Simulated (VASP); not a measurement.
Input of a VASP 6.6.1 run:

POSCAR

```
Te
1.0
    4.6163109669      0.0000000000      0.0000000000
   -2.3081554834      3.9978425691      0.0000000000
    0.0000000000      0.0000000000      5.9164536778
Te
3
Direct
    0.2533349778      0.0000000000      0.3333333333
    0.0000000000      0.2533349778      0.6666666667
    0.7466650222      0.7466650222      0.0000000000
```

File INCAR.step1:

```
SYSTEM = Te
ALGO = Normal ; EDIFF = 1E-4
ENCUT = 520 ; GGA = PE
ISMEAR = 0 ; LASPH = .TRUE.
LCHARG = .FALSE. ; LREAL = .FALSE.
LWAVE = .TRUE. ; NBANDS = 16
NELM = 100 ; PREC = Accurate
SIGMA = 0.02
```

INCAR.step2

```
SYSTEM = Te
ALGO = Normal ; EDIFF = 1E-7
ENCUT = 520 ; ISIF = 2
ISMEAR = 0 ; ISTART = 1
IVDW = 12 ; LASPH = .TRUE.
LCHARG = .FALSE. ; LMIXTAU = .TRUE.
LREAL = .FALSE. ; LWAVE = .FALSE.
METAGGA = R2SCAN ; NBANDS = 16
NELM = 100 ; PREC = Accurate
SIGMA = 0.02 ; VDW_A1 = 0.49484001
VDW_A2 = 5.73083694 ; VDW_S6 = 1.0
VDW_S8 = 0.78981345
```

Contents of KPOINTS:

```
k-points
0
G
  9 9 6
  0 0 0
```

Potentials or basis: VASP PAW PBE potentials, release 64 (Te).

Command:

```console
$ cat potpaw_PBE.64/Te/POTCAR > POTCAR
$ cp INCAR.step1 INCAR
$ mpirun -np 1 vasp_std > vasp.out
$ cp INCAR.step2 INCAR
$ mpirun -np 1 vasp_std > vasp.out
```

Problem. What does it give for the pressure?

Solution. -0.8 GPa.

Problem. Estimate the band gap on the k mesh.

Solution. 0.54 eV.

Problem. What does it give for the dispersion energy per atom?

Solution. -0.189 eV.

Forces on the atoms (eV/Å):
```
Te   0.032  0.000  0.000
Te  -0.016  0.028  0.000
Te  -0.016 -0.028  0.000
```

Caveat: the PAW data sets were made with another functional, which shifts forces and pressure a little; spin-orbit coupling is left out, which moves the levels of the heavy elements. A k mesh can miss the band edges.
